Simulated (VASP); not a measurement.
# CsCl (Pm-3m) in VASP: a series of runs

The runs below take CsCl through single point, relaxation of cell and atoms, with LDA.

All numbers are computed with VASP 6.6.1; they aren't measurements. Logs are shortened: lines on timing, memory, paths and dates and some standing lists are left out, and cuts for length are marked.

### Step 1. The cell of the first run

The structure is cubic, space group Pm-3m (No. 221). Conventional cell: a = 3.323 Å, b = 3.323 Å, c = 3.323 Å, α = 90.00°, β = 90.00°, γ = 90.00°. Within 3.8 Å of Cs (site symmetry m-3m) lie 8 Cl at 2.88 Å and 6 Cs at 3.32 Å. Cl (site symmetry m-3m) has 8 Cs at 2.88 Å and 6 Cl at 3.32 Å within 3.8 Å.

### Step 2. Single point, LDA

INCAR

```
SYSTEM = CsCl
  PREC = Accurate
  ENCUT = 500
  EDIFF = 1E-6
  ISMEAR = 0
  SIGMA = 0.01
  LREAL = .FALSE.
  LASPH = .TRUE.
  NELM = 120
  ALGO = Normal
  ISIF = 2
  LWAVE = .FALSE.
  LCHARG = .FALSE.
  NBANDS = 15
  GGA_COMPAT = .FALSE.
```

KPOINTS

```
regular mesh
0
G
  6 6 6
  0 0 0
```

POSCAR

```
CsCl
1.0
    3.3234072065      0.0000000000      0.0000000000
    0.0000000000      3.3234072065      0.0000000000
    0.0000000000      0.0000000000      3.3234072065
Cs Cl
1 1
Direct
    0.0000000000      0.0000000000      0.0000000000
    0.5000000000      0.5000000000      0.5000000000
```

Potentials or basis: VASP PAW LDA potentials, release 64 (Cs_sv, Cl).

Command:

```bash
$ cat potpaw_LDA.64/Cs_sv/POTCAR potpaw_LDA.64/Cl/POTCAR > POTCAR
$ mpirun -np 1 vasp_std > vasp.out
```

OUTCAR:

```text
SYSTEM = CsCl
   PREC = Accurate
   ENCUT = 500
   EDIFF = 1E-6
   ISMEAR = 0
   LREAL = .FALSE.
   LASPH = .TRUE.
   NELM = 120
   ISIF = 2

 ion  position               nearest neighbor table
   1  0.000  0.000  0.000-   2 2.88   2 2.88   2 2.88   2 2.88   2 2.88   2 2.88   2 2.88   2 2.88

   2  0.500  0.500  0.500-   1 2.88   1 2.88   1 2.88   1 2.88   1 2.88   1 2.88   1 2.88   1 2.88

  LATTYP: Found a simple cubic cell.
 ALAT       =     3.3234072065

  Lattice vectors:

 A1 = (   3.3234072065,   0.0000000000,   0.0000000000)
 A2 = (   0.0000000000,   3.3234072065,   0.0000000000)
 A3 = (   0.0000000000,   0.0000000000,   3.3234072065)

Analysis of symmetry for initial positions (statically):
=====================================================================
 Subroutine PRICEL returns:
 Original cell was already a primitive cell.

 Routine SETGRP: Setting up the symmetry group for a
 simple cubic supercell.

 Subroutine GETGRP returns: Found 48 space group operations
 (whereof 48 operations were pure point group operations)
 out of a pool of 48 trial point group operations.

The static configuration has the point symmetry O_h .

Analysis of symmetry for dynamics (positions and initial velocities):
=====================================================================
 Subroutine PRICEL returns:
 Original cell was already a primitive cell.

 Routine SETGRP: Setting up the symmetry group for a
 simple cubic supercell.

 Subroutine GETGRP returns: Found 48 space group operations
 (whereof 48 operations were pure point group operations)
 out of a pool of 48 trial point group operations.

The dynamic configuration has the point symmetry O_h .

 Subroutine INISYM returns: Found 48 space group operations
 (whereof 48 operations are pure point group operations),
 and found     1 'primitive' translations

----------------------------------------------------------------------------------------

                                     Primitive cell

  volume of cell :      36.7072

  direct lattice vectors                    reciprocal lattice vectors
     3.323407207  0.000000000  0.000000000     0.300896020  0.000000000  0.000000000
     0.000000000  3.323407207  0.000000000     0.000000000  0.300896020  0.000000000
     0.000000000  0.000000000  3.323407207     0.000000000  0.000000000  0.300896020

  length of vectors
     3.323407207  3.323407207  3.323407207     0.300896020  0.300896020  0.300896020

  position of ions in fractional coordinates (direct lattice)
     0.000000000  0.000000000  0.000000000
     0.500000000  0.500000000  0.500000000

  ion indices of the primitive-cell ions
   primitive index   ion index
                 1           1
[... 82 lines left out ...]
   EFERMI =   0.00;   METHOD = LEGACY
   ISMEAR =     0;   SIGMA  =   0.01  broadening in eV -4-tet -1-fermi 0-gaus
   EFERMI_NEDOS =   21; number of points for ismear=-14 and -15
   IALGO  =     38    algorithm
   IMIX   =      4    mixing-type and parameters
     AMIX     =   0.40;   BMIX     =  1.00
     AMIX_MAG =   1.60;   BMIX_MAG =  1.00
  volume/ion in A,a.u.               =      18.35       123.86
  Fermi-wavevector in a.u.,A,eV,Ry     =   1.241265  2.345651 20.963033  1.540739
  Thomas-Fermi vector in A             =   2.375670
   LORBIT       =      0    0 simple, 1 ext, 2 COOP (PROOUT), +10 PAW based schemes
   GGA     = CA    functional components
   LHFCALC =     F    Hartree Fock is set to
   AEXX    =    0.0000 exact exchange contribution
   IVDW    =     0    specifies the selected vdW correction
   LEPSILON=     F    determine dielectric tensor
   LRPA    =     F    only Hartree local field effects (RPA)
 non-spin polarized calculation
 Gauss-broadening in eV      SIGMA  =   0.01
  energy-cutoff  :      500.00
  volume of cell :       36.71
 maximum number of plane-waves:       952
   NGX = 13   NGY = 13   NGZ = 13

 number of electron      16.0000001 magnetization

 Free energy of the ion-electron system (eV)
  ---------------------------------------------------
  ext. energy  EPLUGINS =         0.00000000
  ---------------------------------------------------
  free energy    TOTEN  =        -4.79731199 eV

  energy without entropy =       -4.79731199  energy(sigma->0) =       -4.79731199

 E-fermi :   5.8496     XC(G=0): -11.6338

 val. band max:        5.7947688894   @ k =   0.0000   0.0000   0.0000
 cond. band min:       8.3262959140   @ k =   0.0000   0.0000   0.0000
 fundamental gap:      2.5315270246
 Fermi energy:         5.8495808200

 k-point     1 :       0.0000    0.0000    0.0000
  band No.  band energies     occupation
      1     -15.4661      2.00000
      2      -7.9064      2.00000
      3      -0.7663      2.00000
      4      -0.7663      2.00000
      5      -0.7663      2.00000
      6       5.7948      2.00000
      7       5.7948      2.00000
      8       5.7948      2.00000
      9       8.3263      0.00000
     10       8.3263      0.00000
     11      15.3144      0.00000
     12      16.7921      0.00000
     13      16.7921      0.00000
     14      16.7921      0.00000
[... 329 lines left out ...]
      2      -8.0472      2.00000
      3      -2.3694      2.00000
      4      -2.3694      2.00000
      5      -2.3694      2.00000
      6       0.9456      2.00000
      7       0.9456      2.00000
      8       0.9456      2.00000
      9      17.2744      0.00000
     10      17.2744      0.00000
     11      17.2744      0.00000
     12      20.2806      0.00000
     13      20.2806      0.00000
     14      20.2806      0.00000
     15      23.3249      0.00000

------------------------ aborting loop because EDIFF is reached ----------------------------------------

  FORCE on cell =-STRESS in cart. coord.  units (eV):
  Direction    XX          YY          ZZ          XY          YZ          ZX
  --------------------------------------------------------------------------------------
  -------------------------------------------------------------------------------------
  Total       11.8958482     11.8958482     11.8958482      0.0000000     -0.0000000      0.0000000
  in kB      519.2246771    519.2246771    519.2246771      0.0000000     -0.0000000      0.0000000
  external PRESSURE =     519.2246771 kB  Pullay stress =       0.0000000 kB

 VOLUME and BASIS-vectors are now :
 -----------------------------------------------------------------------------
  energy-cutoff  :      500.00
  volume of cell :       36.71
      direct lattice vectors                 reciprocal lattice vectors
     3.323407207  0.000000000  0.000000000     0.300896020  0.000000000  0.000000000
     0.000000000  3.323407207  0.000000000     0.000000000  0.300896020  0.000000000
     0.000000000  0.000000000  3.323407207     0.000000000  0.000000000  0.300896020

 POSITION                                       TOTAL-FORCE (eV/Angst)
 -----------------------------------------------------------------------------------
      0.00000      0.00000      0.00000         0.000000      0.000000      0.000000
      1.66170      1.66170      1.66170         0.000000      0.000000      0.000000
 -----------------------------------------------------------------------------------
    total drift:                                0.000000      0.000000     -0.000000

  FREE ENERGIE OF THE ION-ELECTRON SYSTEM (eV)
  ---------------------------------------------------
  free  energy   TOTEN  =        -4.7973119943 eV

  energy  without entropy=       -4.7973119943  energy(sigma->0) =       -4.79731199
```

OSZICAR:

```text
N       E                     dE             d eps       ncg     rms          rms(c)
DAV:   1     0.807104195831E+02    0.80710E+02   -0.78490E+03   600   0.978E+02
DAV:   2    -0.111352504119E+01   -0.81824E+02   -0.73986E+02   832   0.176E+02
DAV:   3    -0.514242791176E+01   -0.40289E+01   -0.40147E+01   768   0.407E+01
DAV:   4    -0.516532307481E+01   -0.22895E-01   -0.22892E-01   733   0.361E+00
DAV:   5    -0.516550274652E+01   -0.17967E-03   -0.17967E-03   768   0.326E-01    0.697E+00
DAV:   6    -0.483826054457E+01    0.32724E+00   -0.39792E-01   754   0.499E+00    0.384E+00
DAV:   7    -0.480056706089E+01    0.37693E-01   -0.15277E-01   754   0.274E+00    0.163E+00
DAV:   8    -0.479786516362E+01    0.27019E-02   -0.21144E-02   677   0.990E-01    0.315E-01
DAV:   9    -0.479733680524E+01    0.52836E-03   -0.11136E-03   768   0.245E-01    0.546E-02
DAV:  10    -0.479732061192E+01    0.16193E-04   -0.25598E-04   761   0.100E-01    0.307E-02
DAV:  11    -0.479731289586E+01    0.77161E-05   -0.45169E-05   768   0.476E-02    0.145E-02
DAV:  12    -0.479731199429E+01    0.90157E-06   -0.36867E-06   754   0.158E-02
   1 F= -.47973120E+01 E0= -.47973120E+01  d E =-.702063E-17
```

Run time: 4.3 s. Hardware: 1 thread of Intel Xeon 6975P-C (Granite Rapids), shared host; peak memory 0.13 GiB.

Results:

```
Free energy            : -4.7973 eV
Pressure               : 51.9 GPa
Band gap on the k mesh : 2.53 eV, direct
```

Caveat: spin-orbit coupling is left out, which moves the levels of the heavy elements. A k mesh can miss the band edges.

### Step 3. Single point, LDA

This run uses another cell than the first one, of 31.27 Å³/atom, 1.704 times its volume.

INCAR

```
SYSTEM = CsCl
PREC = Accurate ; ENCUT = 500
EDIFF = 1E-6 ; ISMEAR = 0
SIGMA = 0.02 ; LREAL = .FALSE.
LASPH = .TRUE. ; NELM = 120
ALGO = Normal ; ISIF = 2
LWAVE = .FALSE. ; LCHARG = .FALSE.
NBANDS = 15 ; GGA_COMPAT = .FALSE.
```

KPOINTS

```
Automatic mesh
0
G
  6 6 6
  0 0 0
```

POSCAR

```
CsCl
1.0
    3.9692301019      0.0000000000      0.0000000000
    0.0000000000      3.9692301019      0.0000000000
    0.0000000000      0.0000000000      3.9692301019
Cs Cl
1 1
Direct
    0.0000000000      0.0000000000      0.0000000000
    0.5000000000      0.5000000000      0.5000000000
```

Potentials or basis: VASP PAW LDA potentials, release 64 (Cs_sv, Cl).

Command:

```bash
$ cat potpaw_LDA.64/Cs_sv/POTCAR potpaw_LDA.64/Cl/POTCAR > POTCAR
$ mpirun -np 1 vasp_std > vasp.out
```

It took 10 s on 1 thread of Intel Xeon 6975P-C (Granite Rapids), shared host; peak memory 0.15 GiB.

It converged, with:

```
Free energy            : -7.3093 eV
Pressure               : 0.1 GPa
Band gap on the k mesh : 4.97 eV, direct
```

Levels at points of the mesh, in eV from the valence-band top:
| k point | band 4 | band 5 | band 6 | band 7 | band 8 | band 9 | band 10 | band 11 | band 12 | band 13 |
| --- | --- | --- | --- | --- | --- | --- | --- | --- | --- | --- |
| (0.00, 0.00, 0.00) | -5.64 | -5.64 | 0.00 | 0.00 | 0.00 | 4.97 | 4.97 | 5.42 | 10.31 | 10.31 |
| (0.50, 0.00, 0.00) | -5.41 | -5.41 | -1.52 | -0.39 | -0.39 | 6.18 | 7.91 | 8.91 | 9.33 | 9.84 |
| (0.50, 0.50, 0.00) | -6.74 | -5.28 | -0.46 | -0.46 | -0.15 | 5.73 | 5.83 | 7.90 | 7.90 | 12.63 |
| (0.50, 0.50, 0.50) | -6.36 | -6.36 | -1.50 | -1.50 | -1.50 | 8.83 | 8.83 | 8.83 | 10.91 | 10.91 |

Caveat: spin-orbit coupling is left out, which moves the levels of the heavy elements.

### Step 4. Relaxation of cell and atoms, LDA

This run uses another cell than the first one, of 31.27 Å³/atom, 1.704 times its volume.

INCAR

```
ALGO     = Normal         # electronic algorithm
EDIFF    = 1E-7           # SCF threshold, eV
EDIFFG   = -0.005         # ionic threshold
ENCUT    = 500            # plane-wave cutoff, eV
GGA_COMPAT= F            
IBRION   = 2              # ionic algorithm
ISIF     = 3              # what is computed and relaxed
ISMEAR   = 0              # smearing method
LASPH    = T              # aspherical terms in the spheres
LCHARG   = F              # write CHGCAR
LREAL    = F              # projectors in reciprocal space
LWAVE    = F              # write WAVECAR
NELM     = 120            # most SCF steps
NELMIN   = 4            
NSW      = 100            # ionic steps
PREC     = Accurate       # precision mode
SIGMA    = 0.02           # smearing width, eV
```

KPOINTS

```
k-points
0
Gamma
  6 6 6
```

POSCAR is that of step 3.

Command:

```bash
$ cat potpaw_LDA.64/Cs_sv/POTCAR potpaw_LDA.64/Cl/POTCAR > POTCAR
$ mpirun -np 1 vasp_std > vasp.out
```

Run time: 14 s. Hardware: 1 thread of Intel Xeon 6975P-C (Granite Rapids), shared host; peak memory 0.15 GiB.

The run converged. Its results:

| Item | Value |
| --- | --- |
| Free energy | -7.3094 eV |
| Relaxed volume | 31.36 Å³/atom |
| Relaxed cell | a = 3.973 Å, b = 3.973 Å, c = 3.973 Å, α = 90.00°, β = 90.00°, γ = 90.00° |
| Space group after relaxing (to 0.05 Å) | Pm-3m (No. 221) |
| Energy gained by relaxing | 0.0 meV/atom |
| Ionic steps | 2 |
| Pressure after relaxing | 0.0 GPa |
| Band gap on the k mesh | 4.97 eV, direct |

Final structure:
```cif
data_structure
_symmetry_space_group_name_H-M 'P 1'
_symmetry_Int_Tables_number 1
_cell_length_a 3.9732
_cell_length_b 3.9732
_cell_length_c 3.9732
_cell_angle_alpha 90.000
_cell_angle_beta 90.000
_cell_angle_gamma 90.000
_cell_volume 62.72
loop_
_atom_site_label
_atom_site_type_symbol
_atom_site_fract_x
_atom_site_fract_y
_atom_site_fract_z
_atom_site_occupancy
Cs1 Cs 0.00000 0.00000 0.00000 1
Cl1 Cl 0.50000 0.50000 0.50000 1
```

Levels at points of the mesh, in eV from the valence-band top:
```tsv
k point	band 4	band 5	band 6	band 7	band 8	band 9	band 10	band 11	band 12
(0.00, 0.00, 0.00)	-5.65	-5.65	0.00	0.00	0.00	4.97	4.97	5.40	10.30
(0.50, 0.00, 0.00)	-5.42	-5.42	-1.51	-0.39	-0.39	6.18	7.90	8.91	9.31
(0.50, 0.50, 0.00)	-6.74	-5.29	-0.46	-0.46	-0.14	5.73	5.83	7.90	7.90
(0.50, 0.50, 0.50)	-6.36	-6.36	-1.49	-1.49	-1.49	8.82	8.82	8.82	10.89
```

Caveat: spin-orbit coupling is left out, which moves the levels of the heavy elements. A k mesh can miss the band edges.

### Step 5. The runs side by side

```tsv
task	cell	smearing	gap on the mesh (eV)	pressure (GPa)
single point	a = 3.323 Å, 2 atoms	gaussian 0.01 eV	2.53	51.9
single point	a = 3.969 Å, 2 atoms	gaussian 0.02 eV	4.97	0.1
relaxation of cell and atoms	relaxed from a = 3.969 Å, 2 atoms	gaussian 0.02 eV	4.97	0.0
```

Alike in all rows: level LDA; potentials or basis VASP PAW LDA potentials, release 64 (Cs_sv, Cl); no spin polarisation; k mesh 6 × 6 × 6; cutoff (eV) 500.

Caveats: spin-orbit coupling is left out, which moves the levels of the heavy elements.

Absolute energies hang on the potentials; compare differences alone.
